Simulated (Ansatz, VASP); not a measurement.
Two plane-wave programs on Co

```
CELL_PARAMETERS angstrom
2.50384 0.00000 0.00000
-1.25192 2.16839 0.00000
0.00000 0.00000 4.09020
ATOMIC_POSITIONS crystal
Co 0.33333 0.66667 0.74014
Co 0.66667 0.33333 0.25986
```

Alike in both runs: task single point; functional r2SCAN; k mesh 12 × 12 × 7; occupations fermi-dirac, width 0.05 eV; collinear spin.

```csv
,VASP,Ansatz
version,VASP 6.6.1,Ansatz 0.2.0
potentials or method,"VASP PAW PBE potentials, release 64 (Co)",Ansatz PAW
plane-wave cutoff (eV),520,500
valence electrons in the cell,18,34
```

|  | VASP | Ansatz | Ansatz less VASP |
| --- | --- | --- | --- |
| gap on the k mesh at the Fermi level (eV) | none | none | - |
| pressure (GPa) | -7.5 | -7.5 | -0.08 |
| traceless stress, the component that is largest in VASP (GPa) | 0.94 | 0.99 | +0.048 |
| rms of the force components (eV/Å) | 0.074 | 0.077 | +0.0022 |
| net moment per atom (μB) | 1.79 | 1.80 | +0.004 |
| size of the moment on the site where the two differ most (μB) | 1.86 | 1.94 | +0.079 |

VASP's potentials were made for PBE, not for r2SCAN. Site moments also hang on the region over which each program counts them. Atom by atom the forces differ by 0.002 eV/Å (rms over components). A gap of «none» marks a metal or a gap that the smearing closes. With one functional, cell and mesh, what is left measures potentials, basis and numerics. VASP's potentials hold 18 valence electrons a cell and Ansatz's 34, so a difference there can come from the potentials and not from the codes.

Noted on Ansatz's run: the magnetic or orbital state may not be the lowest.
